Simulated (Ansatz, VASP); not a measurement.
# NiO: VASP beside Ansatz

INCAR

```
PREC = Accurate
ENCUT = 520
EDIFF = 1E-6
ISMEAR = 0
SIGMA = 0.020999999999999998
LREAL = False
LASPH = True
NELM = 150
ALGO = Normal
ISIF = 2
LWAVE = False
LCHARG = False
ISPIN = 2
MAGMOM = 1 0
LORBIT = 11
LMAXMIX = 4
GGA = PE
NBANDS = 19
```

Contents of KPOINTS:

```
regular mesh
0
Gamma
  11 11 11
```

Contents of POSCAR:

```
NiO
1.0
    0.0000000000      2.0859016414      2.0859016414
    2.0859016414      0.0000000000      2.0859016414
    2.0859016414      2.0859016414      0.0000000000
Ni O
1 1
Direct
    0.0000000000      0.0000000000      0.0000000000
    0.5000000000      0.5000000000      0.5000000000
```

input.yaml

```yaml
crystal:
  lattice:
    - [0.0, 2.0859016414, 2.0859016414]
    - [2.0859016414, 0.0, 2.0859016414]
    - [2.0859016414, 2.0859016414, 0.0]
  atoms:
    - { symbol: Ni, position: [0.0, 0.0, 0.0], spin: 1.0 }
    - { symbol: O, position: [0.5, 0.5, 0.5] }
kpoints:
  mp_grid: { grid: [11, 11, 11] }
scf:
  occupations: { method: gaussian, width: 0.021 }
hamiltonian:
  xc: pbe
  pseudopotentials: { kind: all_electron, lapw: { basis_error: 0.001 } }
magnetization:
  spin_polarized: true
output:
  forces: true
  stress: true
  eigenvalues: true
```

Alike in both runs: task single point; functional PBE; k mesh 11 × 11 × 11; occupations gaussian, width 0.021 eV; collinear spin.

```csv
,VASP,Ansatz
version,VASP 6.6.1,Ansatz 0.2.0
potentials or method,"VASP PAW PBE potentials, release 64 (Ni, O), cutoff 520 eV","all-electron LAPW, scalar-relativistic"
```

VASP gave:

| Property | Result |
| --- | --- |
| gap on the k mesh at the Fermi level (eV) | none |
| pressure (GPa) | 6.1 |
| net moment per atom (μB) | 0.89 |
| size of the moment on the site where the two differ most (μB) | 1.46 |

Question: Estimate Ansatz's values.

Answer: gap on the k mesh at the Fermi level (eV): none; pressure (GPa): 6.6; net moment per atom (μB): 0.91; size of the moment on the site where the two differ most (μB): 1.51.

Site moments also hang on the region over which each program counts them. A gap of «none» marks a metal or a gap that the smearing closes. Ansatz ran all-electron here, and VASP with PAW potentials.
